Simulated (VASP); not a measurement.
# Ga (I-43d) in VASP: single point with PBEsol

Aim: the single point of Ga with PBEsol.

Program: VASP 6.6.1. These are calculated values, not measurements. Logs are shortened: lines on timing, memory, paths and dates and some standing lists are left out, and cuts for length are marked.

### Step 1. The cell of the first run

Symmetry: I-43d, No. 220, cubic system. Conventional cell: a = 5.985 Å, b = 5.985 Å, c = 5.985 Å, α = 90.00°, β = 90.00°, γ = 90.00°. Within 3.7 Å of Ga (site symmetry -4) lie 12 Ga at 2.80 to 3.35 Å.

### Step 2. Single point, PBEsol

INCAR

```
PREC     = Accurate       # precision mode
ENCUT    = 500            # plane-wave cutoff, eV
EDIFF    = 1E-6           # SCF threshold, eV
ISMEAR   = 0              # smearing method
SIGMA    = 0.1            # smearing width, eV
LREAL    = F              # projectors in reciprocal space
LASPH    = T              # aspherical terms in the spheres
NELM     = 120            # most SCF steps
ALGO     = Normal         # electronic algorithm
ISIF     = 2              # what is computed and relaxed
LWAVE    = F              # write WAVECAR
LCHARG   = T              # write CHGCAR
GGA      = PS             # functional
LELF     = T              # ELF
LVHAR    = T            
NBANDS   = 48             # bands
GGA_COMPAT= F
```

KPOINTS

```
regular mesh
0
Gamma
  4 4 4
```

POSCAR

```
Ga
1.0
   -2.9924103506      2.9924103506      2.9924103506
    2.9924103506     -2.9924103506      2.9924103506
    2.9924103506      2.9924103506     -2.9924103506
Ga
6
Direct
    0.2500000000      0.1250000000      0.8750000000
    0.1250000000      0.8750000000      0.2500000000
    0.7500000000      0.3750000000      0.6250000000
    0.8750000000      0.2500000000      0.1250000000
    0.6250000000      0.7500000000      0.3750000000
    0.3750000000      0.6250000000      0.7500000000
```

Potentials or basis: VASP PAW PBE potentials, release 64 (Ga_d).

Command:

```console
$ cat potpaw_PBE.64/Ga_d/POTCAR > POTCAR
$ mpirun -np 1 vasp_std > vasp.out
```

OUTCAR:

```text
PREC = Accurate
   ENCUT = 500
   EDIFF = 1E-6
   ISMEAR = 0
   LREAL = F
   LASPH = T
   NELM = 120
   ISIF = 2
   GGA = PS

 ion  position               nearest neighbor table
   1  0.250  0.125  0.875-   4 2.80   5 2.80   2 2.80   4 2.80   6 2.80   2 2.80   6 2.80   5 2.80

   2  0.125  0.875  0.250-   3 2.80   1 2.80   1 2.80   4 2.80   5 2.80   4 2.80   3 2.80   5 2.80

   3  0.750  0.375  0.625-   6 2.80   2 2.80   4 2.80   5 2.80   6 2.80   4 2.80   5 2.80   2 2.80

   4  0.875  0.250  0.125-   2 2.80   6 2.80   1 2.80   2 2.80   3 2.80   3 2.80   1 2.80   6 2.80

   5  0.625  0.750  0.375-   1 2.80   3 2.80   2 2.80   3 2.80   6 2.80   6 2.80   1 2.80   2 2.80

   6  0.375  0.625  0.750-   4 2.80   5 2.80   1 2.80   3 2.80   5 2.80   1 2.80   3 2.80   4 2.80

  LATTYP: Found a body centered cubic cell.
 ALAT       =     5.9848207012

  Lattice vectors:

 A1 = (  -2.9924103506,   2.9924103506,   2.9924103506)
 A2 = (   2.9924103506,  -2.9924103506,   2.9924103506)
 A3 = (   2.9924103506,   2.9924103506,  -2.9924103506)

Analysis of symmetry for initial positions (statically):
=====================================================================
 Subroutine PRICEL returns:
 Original cell was already a primitive cell.

 Routine SETGRP: Setting up the symmetry group for a
 body centered cubic supercell.

 Subroutine GETGRP returns: Found 24 space group operations
 (whereof  3 operations were pure point group operations)
 out of a pool of 48 trial point group operations.

The static configuration has the point symmetry C_3 .
 The point group associated with its full space group is T_d .

Analysis of symmetry for dynamics (positions and initial velocities):
=====================================================================
 Subroutine PRICEL returns:
 Original cell was already a primitive cell.

 Routine SETGRP: Setting up the symmetry group for a
 body centered cubic supercell.

 Subroutine GETGRP returns: Found 24 space group operations
 (whereof  3 operations were pure point group operations)
 out of a pool of 48 trial point group operations.

The dynamic configuration has the point symmetry C_3 .
 The point group associated with its full space group is T_d .

 Subroutine INISYM returns: Found 24 space group operations
 (whereof  3 operations are pure point group operations),
 and found     1 'primitive' translations

----------------------------------------------------------------------------------------

                                     Primitive cell

  volume of cell :     107.1824

  direct lattice vectors                    reciprocal lattice vectors
    -2.992410351  2.992410351  2.992410351     0.000000000  0.167089383  0.167089383
     2.992410351 -2.992410351  2.992410351     0.167089383  0.000000000  0.167089383
     2.992410351  2.992410351 -2.992410351     0.167089383  0.167089383  0.000000000

  length of vectors
     5.183006764  5.183006764  5.183006764     0.236300072  0.236300072  0.236300072

  position of ions in fractional coordinates (direct lattice)
     0.250000000  0.125000000  0.875000000
     0.125000000  0.875000000  0.250000000
     0.750000000  0.375000000  0.625000000
     0.875000000  0.250000000  0.125000000
     0.625000000  0.750000000  0.375000000
     0.375000000  0.625000000  0.750000000

  ion indices of the primitive-cell ions
   primitive index   ion index
                 1           1
                 2           2
                 3           3
                 4           4
                 5           5
                 6           6

----------------------------------------------------------------------------------------

 KPOINTS: regular mesh

Automatic generation of k-mesh.
 Grid dimensions read from file:
 generate k-points for:    4    4    4

 Generating k-lattice:

  Cartesian coordinates                     Fractional coordinates (reciprocal lattice)
     0.000000000  0.041772346  0.041772346     0.250000000  0.000000000  0.000000000
     0.041772346  0.000000000  0.041772346     0.000000000  0.250000000  0.000000000
     0.041772346  0.041772346  0.000000000     0.000000000  0.000000000  0.250000000

  Length of vectors
     0.059075018  0.059075018  0.059075018

  Shift w.r.t. Gamma in fractional coordinates (k-lattice)
     0.000000000  0.000000000  0.000000000

 Subroutine IBZKPT returns following result:
 ===========================================

 Found      8 irreducible k-points:

 Following reciprocal coordinates:
            Coordinates               Weight
  0.000000  0.000000  0.000000      1.000000
  0.250000  0.000000  0.000000     12.000000
  0.500000  0.000000  0.000000      6.000000
  0.250000  0.250000  0.000000     24.000000
  0.250000  0.250000  0.250000      2.000000
 -0.250000  0.250000  0.250000      6.000000
  0.500000  0.500000  0.250000     12.000000
  0.500000  0.500000  0.500000      1.000000
   k-points           NKPTS =      8   k-points in BZ     NKDIM =      8   number of bands    NBANDS=     48
   number of dos      NEDOS =    301   number of ions     NIONS =      6
   total plane-waves  NPLWV =  64000
   dimension x,y,z NGX =    40 NGY =   40 NGZ =   40
   dimension x,y,z NGXF=    80 NGYF=   80 NGZF=   80
   ions per type =               6
   NGX,Y,Z   is equivalent  to a cutoff of  12.83, 12.83, 12.83 a.u.
   NGXF,Y,Z  is equivalent  to a cutoff of  25.66, 25.66, 25.66 a.u.
 SYSTEM =  unknown system
   PREC   = accura    normal or accurate (medium, high low for compatibility)
   ISTART =      0    job   : 0-new  1-cont  2-samecut
   ICHARG =      2    charge: 1-file 2-atom 10-const
   ISPIN  =      1    spin polarized calculation?
   LNONCOLLINEAR =      F non collinear calculations
   LSORBIT =      F    spin-orbit coupling
   LASPH  =      T    aspherical Exc in radial PAW
   ENCUT  =  500.0 eV  36.75 Ry    6.06 a.u.   9.45  9.45  9.45*2*pi/ulx,y,z
   NELM   =    120;   NELMIN=  2; NELMDL= -5     # of ELM steps
   EDIFF  = 0.1E-05   stopping-criterion for ELM
   LREAL  =      F    real-space projection
   EDIFFG = 0.1E-04   stopping-criterion for IOM
   NSW    =      0    number of steps for IOM
   IBRION =     -1    ionic relax: 0-MD 1-quasi-New 2-CG
   NFREE  =      0    steps in history (QN), initial steepest desc. (CG)
   ISIF   =      2    stress and relaxation
   ISYM   =      2    0-nonsym 1-usesym 2-fastsym
   POTIM  = 0.5000    time-step for ionic-motion
   TEBEG  =    0.0;   TEEND  =   0.0 temperature during run
   PSTRESS=    0.0 pullay stress
   NELECT =      78.0000    total number of electrons
   NUPDOWN=      -1.0000    fix difference up-down
   EMIN   =  10.00;   EMAX   =-10.00  energy-range for DOS
   EFERMI =   0.00;   METHOD = LEGACY
   ISMEAR =     0;   SIGMA  =   0.10  broadening in eV -4-tet -1-fermi 0-gaus
   EFERMI_NEDOS =   21; number of points for ismear=-14 and -15
   IALGO  =     38    algorithm
   IMIX   =      4    mixing-type and parameters
     AMIX     =   0.40;   BMIX     =  1.00
     AMIX_MAG =   1.60;   BMIX_MAG =  1.00
  volume/ion in A,a.u.               =      17.86       120.55
  Fermi-wavevector in a.u.,A,eV,Ry     =   1.472534  2.782685 29.502264  2.168355
  Thomas-Fermi vector in A             =   2.587537
   LORBIT       =      0    0 simple, 1 ext, 2 COOP (PROOUT), +10 PAW based schemes
   GGA     = PS    functional components
   LHFCALC =     F    Hartree Fock is set to
   AEXX    =    0.0000 exact exchange contribution
   IVDW    =     0    specifies the selected vdW correction
   LEPSILON=     F    determine dielectric tensor
   LRPA    =     F    only Hartree local field effects (RPA)
 non-spin polarized calculation
 Gauss-broadening in eV      SIGMA  =   0.10
  energy-cutoff  :      500.00
  volume of cell :      107.18
 maximum number of plane-waves:      2760
 NGX is ok and might be reduce to    40
   NGX = 19   NGY = 19   NGZ = 19

 number of electron      77.9999986 magnetization

 Free energy of the ion-electron system (eV)
  ---------------------------------------------------
  ext. energy  EPLUGINS =         0.00000000
  ---------------------------------------------------
  free energy    TOTEN  =       -20.11475215 eV

  energy without entropy =      -20.08625432  energy(sigma->0) =      -20.10050323

 E-fermi :   5.5635     XC(G=0): -11.4103

 val. band max:        5.5481665181   @ k =   0.2500   0.0000   0.0000
 cond. band min:       5.6114954647   @ k =   0.2500   0.2500   0.2500
 fundamental gap:      0.0633289466
 Fermi energy:         5.5635477002

 k-point     1 :       0.0000    0.0000    0.0000
  band No.  band energies     occupation
      1      -9.1478      2.00000
      2      -9.1085      2.00000
      3      -9.1085      2.00000
      4      -9.0730      2.00000
      5      -9.0730      2.00000
      6      -9.0730      2.00000
[... 40 lines left out ...]
     47      12.0818      0.00000
     48      12.0818      0.00000

 k-point     2 :       0.2500    0.0000    0.0000
  band No.  band energies     occupation
      1      -9.1628      2.00000
      2      -9.1571      2.00000
      3      -9.1421      2.00000
      4      -9.1246      2.00000
      5      -9.0998      2.00000
      6      -9.0893      2.00000
[... 40 lines left out ...]
     47      12.8309      0.00000
     48      13.7517      0.00000

 k-point     3 :       0.5000    0.0000    0.0000
  band No.  band energies     occupation
      1      -9.1989      2.00000
      2      -9.1989      2.00000
      3      -9.1233      2.00000
      4      -9.1233      2.00000
      5      -9.0970      2.00000
      6      -9.0970      2.00000
[... 244 lines left out ...]
     47      12.1182      0.00000
     48      12.1182      0.00000

 k-point     8 :       0.5000    0.5000    0.5000
  band No.  band energies     occupation
      1      -9.1672      2.00000
      2      -9.1672      2.00000
      3      -9.1672      2.00000
      4      -9.1672      2.00000
      5      -9.1672      2.00000
      6      -9.1672      2.00000
[... 40 lines left out ...]
     47      13.7325      0.00000
     48      13.7325      0.00000

------------------------ aborting loop because EDIFF is reached ----------------------------------------

  FORCE on cell =-STRESS in cart. coord.  units (eV):
  Direction    XX          YY          ZZ          XY          YZ          ZX
  --------------------------------------------------------------------------------------
  -------------------------------------------------------------------------------------
  Total        0.1299604      0.1299604      0.1299604      0.0000000      0.0000000     -0.0000000
  in kB        1.9426659      1.9426659      1.9426659      0.0000000      0.0000000     -0.0000000
  external PRESSURE =       1.9426659 kB  Pullay stress =       0.0000000 kB

 VOLUME and BASIS-vectors are now :
 -----------------------------------------------------------------------------
  energy-cutoff  :      500.00
  volume of cell :      107.18
      direct lattice vectors                 reciprocal lattice vectors
    -2.992410351  2.992410351  2.992410351     0.000000000  0.167089383  0.167089383
     2.992410351 -2.992410351  2.992410351     0.167089383  0.000000000  0.167089383
     2.992410351  2.992410351 -2.992410351     0.167089383  0.167089383  0.000000000

 POSITION                                       TOTAL-FORCE (eV/Angst)
 -----------------------------------------------------------------------------------
      2.24431      2.99241     -1.49621         0.000000     -0.000000      0.000000
      2.99241     -1.49621      2.24431        -0.000000      0.000000     -0.000000
      0.74810      2.99241      1.49621        -0.000000     -0.000000      0.000000
     -1.49621      2.24431      2.99241         0.000000      0.000000     -0.000000
      1.49621      0.74810      2.99241        -0.000000      0.000000     -0.000000
      2.99241      1.49621      0.74810         0.000000     -0.000000      0.000000
 -----------------------------------------------------------------------------------
    total drift:                                0.000000      0.000000      0.000000

  FREE ENERGIE OF THE ION-ELECTRON SYSTEM (eV)
  ---------------------------------------------------
  free  energy   TOTEN  =       -20.1147521504 eV

  energy  without entropy=      -20.0862543187  energy(sigma->0) =      -20.10050323
```

Wall time 76 s (1 thread of Intel Xeon 8259CL, shared host); peak memory 0.24 GiB.

What came out:

```
Free energy            : -20.1148 eV
Pressure               : 0.2 GPa
Band gap on the k mesh : zero (band 39 reaches 7.74 eV, above the bottom of band 40 at 3.85 eV)
```

Caveat: the k points lie up to 0.37 Å⁻¹ apart; the PAW data sets were made with another functional, which shifts forces and pressure a little.
